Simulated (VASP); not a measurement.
A run of VASP 6.6.1 is set up as follows.

The input POSCAR:

```
Ca
1.0
   -2.1840000000      2.1840000000      2.1840000000
    2.1840000000     -2.1840000000      2.1840000000
    2.1840000000      2.1840000000     -2.1840000000
Ca
1
Direct
    0.0000000000      0.0000000000      0.0000000000
```

Contents of INCAR.step1:

```
PREC     = Accurate       # precision mode
ENCUT    = 550            # plane-wave cutoff, eV
ISMEAR   = 0              # smearing method
SIGMA    = 0.15           # smearing width, eV
LREAL    = False          # projectors in reciprocal space
LASPH    = True           # aspherical terms in the spheres
NELM     = 120            # most SCF steps
NBANDS   = 11             # bands
GGA      = PE             # functional
ALGO     = Normal         # electronic algorithm
EDIFF    = 1E-5           # SCF threshold, eV
LWAVE    = True           # write WAVECAR
LCHARG   = False          # write CHGCAR
GGA_COMPAT= False
```

The input INCAR.step2:

```
PREC     = Accurate       # precision mode
ENCUT    = 550            # plane-wave cutoff, eV
EDIFF    = 1E-6           # SCF threshold, eV
ISMEAR   = 0              # smearing method
SIGMA    = 0.15           # smearing width, eV
LREAL    = False          # projectors in reciprocal space
LASPH    = True           # aspherical terms in the spheres
NELM     = 120            # most SCF steps
ALGO     = Normal         # electronic algorithm
ISIF     = 2              # what is computed and relaxed
LWAVE    = False          # write WAVECAR
LCHARG   = False          # write CHGCAR
METAGGA  = R2SCAN         # meta-GGA
LMIXTAU  = True         
NBANDS   = 11             # bands
ISTART   = 1            
GGA_COMPAT= False
```

The input KPOINTS:

```
regular mesh
0
Gamma
  16 16 16
```

Potentials or basis: VASP PAW PBE potentials, release 64 (Ca_sv).

Launch:

```console
$ cat potpaw_PBE.64/Ca_sv/POTCAR > POTCAR
$ cp INCAR.step1 INCAR
$ mpirun -np 1 vasp_std > vasp.out
$ cp INCAR.step2 INCAR
$ mpirun -np 1 vasp_std > vasp.out
```

Problem. What does it give for the pressure?

Solution. 0.8 GPa.

Problem. What does it give for the band gap on the k mesh?

Solution. Zero (bands 5 and 6 overlap by 0.52 eV).

Caveat: the cell differs from its parent crystal (strain -0.025 along x and y, -0.025 along z); the PAW data sets were made with another functional, which shifts forces and pressure a little.
